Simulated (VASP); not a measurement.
Input of a VASP 6.6.1 run:

Contents of POSCAR:

```
SrO
1.0
    0.0000000000      2.5800000000      2.5800000000
    2.5800000000      0.0000000000      2.5800000000
    2.5800000000      2.5800000000      0.0000000000
Sr O
1 1
Direct
    0.0000000000      0.0000000000      0.0000000000
    0.5000000000      0.5000000000      0.5000000000
```

File INCAR.step1:

```
ALGO = Normal
EDIFF = 1E-4
ENCUT = 600
GGA = PE
ISMEAR = 0
LASPH = True
LCHARG = False
LREAL = False
LWAVE = True
NELM = 60
PREC = Accurate
SIGMA = 0.02
```

INCAR.step2

```
ALGO = Normal
EDIFF = 1E-6
EDIFFG = -0.002
ENCUT = 600
IBRION = 2
ISIF = 3
ISMEAR = 0
ISTART = 1
LASPH = True
LCHARG = False
LMIXTAU = True
LREAL = False
LWAVE = False
METAGGA = R2SCAN
NELM = 60
NSW = 100
PREC = Accurate
SIGMA = 0.02
```

File KPOINTS:

```
k-points
0
Gamma
  6 6 6
```

Potentials or basis: VASP PAW PBE potentials, release 64 (Sr_sv, O).

The run is started by

```console
$ cat potpaw_PBE.64/Sr_sv/POTCAR potpaw_PBE.64/O/POTCAR > POTCAR
$ cp INCAR.step1 INCAR
$ mpirun -np 1 vasp_std > vasp.out
$ cp INCAR.step2 INCAR
$ mpirun -np 1 vasp_std > vasp.out
```

Predict the relaxed volume.

17.25 Å³/atom.

Predict the relaxed cell.

a = 3.654 Å, b = 3.654 Å, c = 3.654 Å, α = 60.00°, β = 60.00°, γ = 60.00°.

Predict the band gap on the k mesh.

3.75 eV, indirect (least direct gap 3.85 eV).

Predict the space group after relaxing (to 0.05 Å).

Fm-3m (No. 225).

Final structure:
```xyz
2
Lattice="0.0000 2.5839 2.5839 2.5839 0.0000 2.5839 2.5839 2.5839 0.0000" Properties=species:S:1:pos:R:3 pbc="T T T"
Sr    0.0000    0.0000    0.0000
O     2.5839    2.5839    2.5839
```

Caveat: the PAW data sets were made with another functional, which shifts forces and pressure a little. r2SCAN opens gaps a little over a GGA but as a rule still falls short of measured ones.
